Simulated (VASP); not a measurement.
# Cr (Im-3m) in VASP: a series of runs

Runs on Cr. Level: PBE. Tasks: single point.

All numbers are computed with VASP 6.6.1; they aren't measurements. Logs are shortened: lines on timing, memory, paths and dates and some standing lists are left out, and cuts for length are marked.

**1. The cell of the first run**

Symmetry: Im-3m, No. 229, cubic system. Conventional cell: a = 2.884 Å, b = 2.884 Å, c = 2.884 Å, α = 90.00°, β = 90.00°, γ = 90.00°. Cr (site symmetry m-3m) has 14 Cr at 2.50 to 2.88 Å within 3.3 Å.

**2. Single point, PBE, collinear spin, zero start**

Input file INCAR:

```
PREC = Accurate
ENCUT = 500
EDIFF = 1E-6
ISMEAR = -1
SIGMA = 0.1
LREAL = F
LASPH = T
NELM = 200
ALGO = Normal
ISIF = 2
LWAVE = F
LCHARG = T
ISPIN = 2
MAGMOM = 0
LORBIT = 11
NUPDOWN = 0.0
LMAXMIX = 4
GGA = PE
LELF = T
LVHAR = T
NBANDS = 16
GGA_COMPAT = F
```

Input file KPOINTS:

```
Automatic mesh
0
Gamma
  13 13 13
```

Input file POSCAR:

```
Cr
1.0
   -1.4419500000      1.4419500000      1.4419500000
    1.4419500000     -1.4419500000      1.4419500000
    1.4419500000      1.4419500000     -1.4419500000
Cr
1
Direct
    0.0000000000      0.0000000000      0.0000000000
```

Potentials or basis: VASP PAW PBE potentials, release 64 (Cr_pv).

On the command line:

```sh
cat potpaw_PBE.64/Cr_pv/POTCAR > POTCAR
mpirun -np 1 vasp_std > vasp.out
```

OUTCAR:

```text
PREC = Accurate
   ENCUT = 500
   EDIFF = 1E-6
   ISMEAR = -1
   LREAL = F
   LASPH = T
   NELM = 200
   ISIF = 2
   ISPIN = 2
   LORBIT = 11
   NUPDOWN = 0.0
   GGA = PE

 ion  position               nearest neighbor table
   1  0.000  0.000  0.000-

  LATTYP: Found a body centered cubic cell.
 ALAT       =     2.8839000000

  Lattice vectors:

 A1 = (  -1.4419500000,   1.4419500000,   1.4419500000)
 A2 = (   1.4419500000,  -1.4419500000,   1.4419500000)
 A3 = (   1.4419500000,   1.4419500000,  -1.4419500000)

Analysis of symmetry for initial positions (statically):
=====================================================================
 Subroutine PRICEL returns:
 Original cell was already a primitive cell.

 Routine SETGRP: Setting up the symmetry group for a
 body centered cubic supercell.

 Subroutine GETGRP returns: Found 48 space group operations
 (whereof 48 operations were pure point group operations)
 out of a pool of 48 trial point group operations.

The static configuration has the point symmetry O_h .

Analysis of symmetry for dynamics (positions and initial velocities):
=====================================================================
 Subroutine PRICEL returns:
 Original cell was already a primitive cell.

 Routine SETGRP: Setting up the symmetry group for a
 body centered cubic supercell.

 Subroutine GETGRP returns: Found 48 space group operations
 (whereof 48 operations were pure point group operations)
 out of a pool of 48 trial point group operations.

The dynamic configuration has the point symmetry O_h .

Analysis of structural, dynamic, and magnetic symmetry:
=====================================================================
 Subroutine PRICEL returns:
 Original cell was already a primitive cell.

 Routine SETGRP: Setting up the symmetry group for a
 body centered cubic supercell.

 Subroutine GETGRP returns: Found 48 space group operations
 (whereof 48 operations were pure point group operations)
 out of a pool of 48 trial point group operations.

The overall configuration has the point symmetry O_h .

 Subroutine INISYM returns: Found 48 space group operations
 (whereof 48 operations are pure point group operations),
 and found     1 'primitive' translations

----------------------------------------------------------------------------------------

                                     Primitive cell

[... 95 lines left out ...]
   ISYM   =      2    0-nonsym 1-usesym 2-fastsym
   POTIM  = 0.5000    time-step for ionic-motion
   TEBEG  =    0.0;   TEEND  =   0.0 temperature during run
   PSTRESS=    0.0 pullay stress
   NELECT =      12.0000    total number of electrons
   NUPDOWN=       0.0000    fix difference up-down
   EMIN   =  10.00;   EMAX   =-10.00  energy-range for DOS
   EFERMI =   0.00;   METHOD = LEGACY
   ISMEAR =    -1;   SIGMA  =   0.10  broadening in eV -4-tet -1-fermi 0-gaus
   EFERMI_NEDOS =   21; number of points for ismear=-14 and -15
   IALGO  =     38    algorithm
   IMIX   =      4    mixing-type and parameters
     AMIX     =   0.40;   BMIX     =  1.00
     AMIX_MAG =   1.60;   BMIX_MAG =  1.00
  volume/ion in A,a.u.               =      11.99        80.93
  Fermi-wavevector in a.u.,A,eV,Ry     =   1.637439  3.094310 36.480015  2.681205
  Thomas-Fermi vector in A             =   2.728578
   LORBIT       =     11    0 simple, 1 ext, 2 COOP (PROOUT), +10 PAW based schemes
   GGA     = PE    functional components
   LHFCALC =     F    Hartree Fock is set to
   AEXX    =    0.0000 exact exchange contribution
   IVDW    =     0    specifies the selected vdW correction
   LEPSILON=     F    determine dielectric tensor
   LRPA    =     F    only Hartree local field effects (RPA)
 spin polarized calculation
  energy-cutoff  :      500.00
  volume of cell :       11.99
 maximum number of plane-waves:       321
   NGX =  9   NGY =  9   NGZ =  9

 number of electron      11.9999982 magnetization       0.0000000

 number of electron      11.9999982 magnetization      -0.0000000

 Free energy of the ion-electron system (eV)
  ---------------------------------------------------
  ext. energy  EPLUGINS =         0.00000000
  ---------------------------------------------------
  free energy    TOTEN  =        -9.51677752 eV

  energy without entropy =       -9.49527784  energy(sigma->0) =       -9.50602768

 E-fermi :  10.4372     XC(G=0): -13.4585

 val. band max:       10.3208210617   @ k =  -0.3077   0.3077   0.2308
 cond. band min:      10.5499788965   @ k =  -0.3077   0.3077   0.1538
 fundamental gap:      0.2291578348
 Fermi energy:        10.4371856187

 spin component 1

 k-point     1 :       0.0000    0.0000    0.0000
  band No.  band energies     occupation
      1     -32.3387      1.00000
      2     -32.3387      1.00000
      3     -32.3387      1.00000
      4       2.7264      1.00000
      5       9.5741      0.99982
      6       9.5741      0.99982
[... 435 lines left out ...]
      5       8.4306      1.00000
      6       8.8452      1.00000
[... 8 lines left out ...]
     15      41.2331      0.00000
     16      42.0336      0.00000

 [... further k-points ...]

 spin component 2

 k-point     1 :       0.0000    0.0000    0.0000
  band No.  band energies     occupation
      1     -32.3387      1.00000
      2     -32.3387      1.00000
      3     -32.3387      1.00000
      4       2.7264      1.00000
      5       9.5741      0.99982
      6       9.5741      0.99982
[... 435 lines left out ...]
      5       8.4306      1.00000
      6       8.8452      1.00000
[... 8 lines left out ...]
     15      41.2330      0.00000
     16      42.0336      0.00000

 [... further k-points ...]
[... 5 lines left out ...]
  --------------------------------------------------------------------------------------
  -------------------------------------------------------------------------------------
  Total       -0.7127569     -0.7127569     -0.7127569     -0.0000000      0.0000000      0.0000000
  in kB      -95.2229069    -95.2229069    -95.2229069     -0.0000000      0.0000000      0.0000000
  external PRESSURE =     -95.2229069 kB  Pullay stress =       0.0000000 kB

 VOLUME and BASIS-vectors are now :
 -----------------------------------------------------------------------------
  energy-cutoff  :      500.00
  volume of cell :       11.99
      direct lattice vectors                 reciprocal lattice vectors
    -1.441950000  1.441950000  1.441950000     0.000000000  0.346752661  0.346752661
     1.441950000 -1.441950000  1.441950000     0.346752661  0.000000000  0.346752661
     1.441950000  1.441950000 -1.441950000     0.346752661  0.346752661  0.000000000

 POSITION                                       TOTAL-FORCE (eV/Angst)
 -----------------------------------------------------------------------------------
      0.00000      0.00000      0.00000        -0.000000      0.000000      0.000000
 -----------------------------------------------------------------------------------
    total drift:                                0.000000     -0.000000      0.000000

  FREE ENERGIE OF THE ION-ELECTRON SYSTEM (eV)
  ---------------------------------------------------
  free  energy   TOTEN  =        -9.5167775165 eV

  energy  without entropy=       -9.4952778433  energy(sigma->0) =       -9.50602768

 total charge

# of ion       s       p       d       tot
------------------------------------------
    1        0.427   6.384   4.167  10.978

 magnetization (x)

# of ion       s       p       d       tot
------------------------------------------
    1       -0.000  -0.000  -0.000  -0.000
```

OSZICAR:

```text
N       E                     dE             d eps       ncg     rms          rms(c)
DAV:   1     0.781140235424E+02    0.78114E+02   -0.63119E+03  5488   0.865E+02
DAV:   2    -0.978415837008E+01   -0.87898E+02   -0.83748E+02  5824   0.243E+02
DAV:   3    -0.112418130432E+02   -0.14577E+01   -0.14559E+01  6176   0.345E+01
DAV:   4    -0.112469758057E+02   -0.51628E-02   -0.51627E-02  6232   0.204E+00
DAV:   5    -0.112470151363E+02   -0.39331E-04   -0.39330E-04  6216   0.160E-01    0.124E+01
DAV:   6    -0.954783333916E+01    0.16992E+01   -0.22203E+00  5456   0.272E+01    0.211E+00
DAV:   7    -0.952741107458E+01    0.20422E-01   -0.38826E-02  5616   0.255E+00    0.112E+00
DAV:   8    -0.951694212625E+01    0.10469E-01   -0.25536E-03  6312   0.675E-01    0.139E-01
DAV:   9    -0.951677719776E+01    0.16493E-03   -0.36354E-04  5496   0.281E-01    0.406E-02
DAV:  10    -0.951677751650E+01   -0.31874E-06   -0.99147E-06  6080   0.296E-02
   1 F= -.95167775E+01 E0= -.95060277E+01  d E =-.214997E-01  mag=    -0.0000
```

Run time: 9.6 s. Hardware: 1 thread of Intel Xeon 6975P-C (Granite Rapids), shared host; peak memory 0.14 GiB.

Results:

| Quantity | Value |
| --- | --- |
| Free energy | -9.5168 eV |
| Pressure | -9.5 GPa |
| Net moment | 0.00 μB per cell |
| Valence electrons inside the program's atomic spheres | Cr 10.98 |

Caveat: the cell stands under tension; the total moment is fixed, so each spin has its own Fermi level.

**3. Single point, PBE, collinear spin, ferromagnetic start**

Input file INCAR:

```
SYSTEM = Cr
ALGO = Normal ; EDIFF = 1E-6
ENCUT = 500 ; GGA = PE
GGA_COMPAT = .FALSE. ; ISIF = 2
ISMEAR = -1 ; ISPIN = 2
LASPH = .TRUE. ; LCHARG = .FALSE.
LMAXMIX = 4 ; LORBIT = 11
LREAL = .FALSE. ; LWAVE = .FALSE.
MAGMOM = 0.58 ; NBANDS = 16
NELM = 200 ; NUPDOWN = 0.6
PREC = Accurate ; SIGMA = 0.1
```

Input file KPOINTS:

```
k-points
0
G
  13 13 13
  0 0 0
```

POSCAR is that of step 2.

Potentials or basis: VASP PAW PBE potentials, release 64 (Cr_pv).

On the command line:

```sh
cat potpaw_PBE.64/Cr_pv/POTCAR > POTCAR
mpirun -np 1 vasp_std > vasp.out
```

OUTCAR:

```text
SYSTEM = Cr
   EDIFF = 1E-6
   ENCUT = 500
   GGA = PE
   ISIF = 2
   ISMEAR = -1
   ISPIN = 2
   LASPH = .TRUE.
   LORBIT = 11
   LREAL = .FALSE.
   NELM = 200
   NUPDOWN = 0.6
   PREC = Accurate

 ion  position               nearest neighbor table
   1  0.000  0.000  0.000-

  LATTYP: Found a body centered cubic cell.
 ALAT       =     2.8839000000

  Lattice vectors:
[... 1112 lines left out ...]
     15      41.4252      0.00000
     16      42.1591      0.00000

 [... further k-points ...]
[... 5 lines left out ...]
  --------------------------------------------------------------------------------------
  -------------------------------------------------------------------------------------
  Total       -0.4357646     -0.4357646     -0.4357646     -0.0000000      0.0000000      0.0000000
  in kB      -58.2172789    -58.2172789    -58.2172789     -0.0000000      0.0000000      0.0000000
  external PRESSURE =     -58.2172789 kB  Pullay stress =       0.0000000 kB

 VOLUME and BASIS-vectors are now :
 -----------------------------------------------------------------------------
  energy-cutoff  :      500.00
  volume of cell :       11.99
      direct lattice vectors                 reciprocal lattice vectors
    -1.441950000  1.441950000  1.441950000     0.000000000  0.346752661  0.346752661
     1.441950000 -1.441950000  1.441950000     0.346752661  0.000000000  0.346752661
     1.441950000  1.441950000 -1.441950000     0.346752661  0.346752661  0.000000000

 POSITION                                       TOTAL-FORCE (eV/Angst)
 -----------------------------------------------------------------------------------
      0.00000      0.00000      0.00000        -0.000000     -0.000000     -0.000000
 -----------------------------------------------------------------------------------
    total drift:                               -0.000000      0.000000      0.000000

  FREE ENERGIE OF THE ION-ELECTRON SYSTEM (eV)
  ---------------------------------------------------
  free  energy   TOTEN  =        -9.3598844727 eV

  energy  without entropy=       -9.3155389036  energy(sigma->0) =       -9.33771169

 total charge

# of ion       s       p       d       tot
------------------------------------------
    1        0.426   6.372   4.186  10.984

 magnetization (x)

# of ion       s       p       d       tot
------------------------------------------
    1        0.003   0.032   0.522   0.557
```

OSZICAR:

```text
N       E                     dE             d eps       ncg     rms          rms(c)
DAV:   1     0.783011720342E+02    0.78301E+02   -0.60363E+03  5488   0.821E+02
DAV:   2    -0.951187221737E+01   -0.87813E+02   -0.83611E+02  5824   0.243E+02
DAV:   3    -0.109680398684E+02   -0.14562E+01   -0.14535E+01  6184   0.345E+01
DAV:   4    -0.109731989715E+02   -0.51591E-02   -0.51590E-02  6216   0.204E+00
DAV:   5    -0.109732382617E+02   -0.39290E-04   -0.39291E-04  6248   0.160E-01    0.123E+01
DAV:   6    -0.938474873516E+01    0.15885E+01   -0.21317E+00  5464   0.265E+01    0.204E+00
DAV:   7    -0.936914219681E+01    0.15607E-01   -0.53271E-02  5632   0.278E+00    0.112E+00
DAV:   8    -0.936048501919E+01    0.86572E-02   -0.22100E-03  6288   0.543E-01    0.865E-01
DAV:   9    -0.935984859497E+01    0.63642E-03   -0.61982E-04  5912   0.292E-01    0.845E-02
DAV:  10    -0.935989084085E+01   -0.42246E-04   -0.81868E-05  6080   0.896E-02    0.346E-02
DAV:  11    -0.935988877484E+01    0.20660E-05   -0.40900E-06  6152   0.204E-02    0.162E-02
DAV:  12    -0.935988449793E+01    0.42769E-05   -0.66110E-07  4688   0.756E-03    0.261E-03
DAV:  13    -0.935988447267E+01    0.25257E-07   -0.11298E-07  2720   0.336E-03
   1 F= -.93598845E+01 E0= -.93377117E+01  d E =-.443456E-01  mag=     0.6000
```

Run time: 14 s. Hardware: 1 thread of Intel Xeon 6975P-C (Granite Rapids), shared host; peak memory 0.14 GiB.

What came out:

| Quantity | Value |
| --- | --- |
| Free energy | -9.3599 eV |
| Pressure | -5.8 GPa |
| Net moment | 0.60 μB per cell |
| Site moments | Cr +0.56 μB |
| Valence electrons inside the program's atomic spheres | Cr 10.98 |

Caveat: the cell stands under tension; the total moment is fixed, so each spin has its own Fermi level.

**4. Single point, PBE, collinear spin, ferromagnetic start**

Input file INCAR:

```
SYSTEM = Cr
  PREC = Accurate
  ENCUT = 500
  EDIFF = 1E-6
  ISMEAR = -1
  SIGMA = 0.1
  LREAL = .FALSE.
  LASPH = .TRUE.
  NELM = 200
  ALGO = Normal
  ISIF = 2
  LWAVE = .FALSE.
  LCHARG = .FALSE.
  ISPIN = 2
  MAGMOM = 1.16
  LORBIT = 11
  NUPDOWN = 1.2
  LMAXMIX = 4
  GGA = PE
  NBANDS = 16
  GGA_COMPAT = .FALSE.
```

Input file KPOINTS:

```
Automatic mesh
0
G
  13 13 13
  0 0 0
```

POSCAR is that of step 3.

On the command line:

```sh
cat potpaw_PBE.64/Cr_pv/POTCAR > POTCAR
mpirun -np 1 vasp_std > vasp.out
```

Wall time 13 s (1 thread of Intel Xeon 6975P-C (Granite Rapids), shared host); peak memory 0.13 GiB.

It converged, with:

```yaml
Free_energy: -9.0442 eV
Pressure: 3.0 GPa
Net_moment: 1.20 μB per cell
Site_moments: Cr +1.12 μB
Valence_electrons_inside_the_program's_atomic_spheres: Cr 10.99
```

Caveat: the total moment is fixed, so each spin has its own Fermi level.

[end of part 1 of 2]
